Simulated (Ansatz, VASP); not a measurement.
**Two plane-wave programs on Ti**

Contents of INCAR:

```
ALGO = Normal ; EDIFF = 1E-6
ENCUT = 520 ; GGA = PS
ISIF = 2 ; ISMEAR = 0
LASPH = T ; LCHARG = F
LREAL = F ; LWAVE = F
NBANDS = 12 ; NELM = 60
PREC = Accurate ; SIGMA = 0.15
```

The input KPOINTS:

```
k-points
0
Gamma
  20 20 20
```

The input POSCAR:

```
Ti
1.0
   -1.5097200000      1.5097200000      1.7722800000
    1.5097200000     -1.5097200000      1.7722800000
    1.5097200000      1.5097200000     -1.7722800000
Ti
1
Direct
    0.0000000000      0.0000000000      0.0000000000
```

Input for Ansatz:

```yaml
crystal:
  lattice:
    - [-1.50972, 1.50972, 1.77228]
    - [1.50972, -1.50972, 1.77228]
    - [1.50972, 1.50972, -1.77228]
  atoms:
    - { symbol: Ti, position: [0.0, 0.0, 0.0] }
basis:
  ecutwfc: 420
kpoints:
  mp_grid: { grid: [20, 20, 20] }
hamiltonian:
  xc: pbesol
scf:
  occupations: { method: gaussian, width: 0.15 }
output:
  forces: true
  stress: true
  eigenvalues: true
```

Change from the starting cell: strain -0.080 along x and y, +0.080 along z, atoms carried along.

Alike in both runs: task single point; functional PBEsol; k mesh 20 × 20 × 20; occupations gaussian, width 0.15 eV; no spin polarisation.

```csv
,VASP,Ansatz
version,VASP 6.6.1,Ansatz 0.2.0
potentials or method,"VASP PAW PBE potentials, release 64 (Ti_sv), cutoff 520 eV","scalar-relativistic, plane waves, PAW"
valence electrons in the cell,12,12
```

|  | VASP | Ansatz | Ansatz less VASP |
| --- | --- | --- | --- |
| gap on the k mesh at the Fermi level (eV) | none | none | - |
| pressure (GPa) | 3.2 | 3.5 | +0.32 |
| traceless stress, the component that is largest in VASP (GPa) | 1.83 | 1.83 | -0.003 |

VASP's potentials were made for PBE, not for PBEsol. A gap of «none» marks a metal or a gap that the smearing closes. The functional is the same, so the differences come from potentials, cutoffs and numerics.
